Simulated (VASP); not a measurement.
Here is a VASP 6.6.1 calculation.

The input INCAR:

```
SYSTEM = Cd
PREC     = Accurate       ! precision mode
ENCUT    = 600            ! plane-wave cutoff, eV
EDIFF    = 1E-6           ! SCF threshold, eV
ISMEAR   = -1             ! smearing method
SIGMA    = 0.08           ! smearing width, eV
LREAL    = .FALSE.        ! projectors in reciprocal space
LASPH    = .TRUE.         ! aspherical terms in the spheres
NELM     = 60             ! most SCF steps
ALGO     = Normal         ! electronic algorithm
ISIF     = 3              ! what is computed and relaxed
LWAVE    = .FALSE.        ! write WAVECAR
LCHARG   = .FALSE.        ! write CHGCAR
GGA      = CA             ! functional
IBRION   = 2              ! ionic algorithm
NSW      = 60             ! ionic steps
EDIFFG   = -0.005         ! ionic threshold
PSTRESS  = 75.0
```

The input KPOINTS:

```
regular mesh
0
G
  15 15 8
  0 0 0
```

File POSCAR:

```
Cd
1.0
    2.9662800324      0.0000000000      0.0000000000
   -1.4831400162      2.5688738628      0.0000000000
    0.0000000000      0.0000000000      4.8053736525
Cd
2
Direct
    0.3333333333      0.6666666667      0.2500000000
    0.6666666667      0.3333333333      0.7500000000
```

Potentials or basis: VASP PAW LDA potentials, release 64 (Cd).

Command:

```console
$ cat potpaw_LDA.64/Cd/POTCAR > POTCAR
$ mpirun -np 1 vasp_std > vasp.out
```

Task: What does it give for the relaxed cell?

Result: a = 2.965 Å, b = 2.965 Å, c = 4.802 Å, α = 90.00°, β = 90.00°, γ = 120.00°.

Task: Predict the band gap on the k mesh.

Result: Zero (bands 12 and 13 overlap by 2.57 eV).

Task: Predict the space group after relaxing (to 0.1 Å).

Result: P6_3/mmc (No. 194).

Task: Predict the relaxed volume.

Result: 18.27 Å³/atom.

Step by step:
```csv
step,energy change (eV),largest force (eV/Å),pressure (GPa),volume (Å³)
1,0.0000,0.0000,7.26,36.62
2,0.0067,0.0000,7.61,36.47
3,0.0031,0.0000,7.52,36.55
```

Caveat: the cell is relaxed towards a set pressure, so the run minimises the enthalpy, not the energy.
